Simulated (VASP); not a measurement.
Set up this calculation in VASP 6.6.1, as the native input.

* Task: single point
* Functional: r2SCAN
* Potentials or basis: VASP PAW PBE potentials, release 64 (Si, Ge_d)
* Cutoff: 550 eV
* k mesh: 6 × 6 × 6
* Occupations: gaussian, width 0.05 eV
* Spin: no spin polarisation
* Dipole correction: no
* Further INCAR settings: ALGO = Normal; EDIFF = 1e-06; NBANDS = 31

Si7Ge:

```xyz
8
Lattice="5.4680 0.0000 0.0000 0.0000 5.4680 0.0000 0.0000 0.0000 5.4680" Properties=species:S:1:pos:R:3 pbc="T T T"
Si    1.4877    1.4877    1.4877
Si   -0.1608    2.7030    2.7030
Si    2.7030    2.7030   -0.1608
Si    2.7030   -0.1608    2.7030
Si    4.0594    1.2163    4.0594
Si    4.0594    4.0594    1.2163
Si    1.2163    4.0594    4.0594
Ge    0.1299    0.1299    0.1299
```

This cell differs from its parent crystal: atoms displaced along a vibrational mode.

One way to write it, as run:

POSCAR

```
Si7Ge
1.0
    5.4679684304      0.0000000000      0.0000000000
    0.0000000000      5.4679684304      0.0000000000
    0.0000000000      0.0000000000      5.4679684304
Si Ge
7 1
Direct
    0.2720731183      0.2720731183      0.2720731183
   -0.0294121661      0.4943364958      0.4943364958
    0.4943364958      0.4943364958     -0.0294121661
    0.4943364958     -0.0294121661      0.4943364958
    0.7423945199      0.2224389543      0.7423945199
    0.7423945199      0.7423945199      0.2224389543
    0.2224389543      0.7423945199      0.7423945199
    0.0237572349      0.0237572349      0.0237572349
```

INCAR.step1

```
SYSTEM = Si7Ge
PREC = Accurate ; ENCUT = 550
ISMEAR = 0 ; SIGMA = 0.05
LREAL = .False. ; LASPH = .True.
NELM = 120 ; NBANDS = 31
GGA = PE ; ALGO = Normal
EDIFF = 1E-5 ; LWAVE = .True.
LCHARG = .False. ; GGA_COMPAT = .False.
```

INCAR.step2

```
SYSTEM = Si7Ge
PREC = Accurate ; ENCUT = 550
EDIFF = 1E-6 ; ISMEAR = 0
SIGMA = 0.05 ; LREAL = .False.
LASPH = .True. ; NELM = 120
ALGO = Normal ; ISIF = 2
LWAVE = .False. ; LCHARG = .False.
METAGGA = R2SCAN ; LMIXTAU = .True.
NBANDS = 31 ; ISTART = 1
GGA_COMPAT = .False.
```

KPOINTS

```
regular mesh
0
Gamma
  6 6 6
  0 0 0
```

Potentials or basis: VASP PAW PBE potentials, release 64 (Si, Ge_d).

Run with:

```bash
$ cat potpaw_PBE.64/Si/POTCAR potpaw_PBE.64/Ge_d/POTCAR > POTCAR
$ cp INCAR.step1 INCAR
$ mpirun -np 1 vasp_std > vasp.out
$ cp INCAR.step2 INCAR
$ mpirun -np 1 vasp_std > vasp.out
```

Results of the run:

- Pressure: -1.1 GPa
- Largest force: 1.359 eV/Å
- Band gap on the k mesh: 0.61 eV

Caveat: the cell differs from its parent crystal (atoms displaced along a vibrational mode); the PAW data sets were made with another functional, which shifts forces and pressure a little.

It took 14 min on 1 thread of Oxide Virtual Turin-like Processor (shared host), peak memory 0.34 GiB.
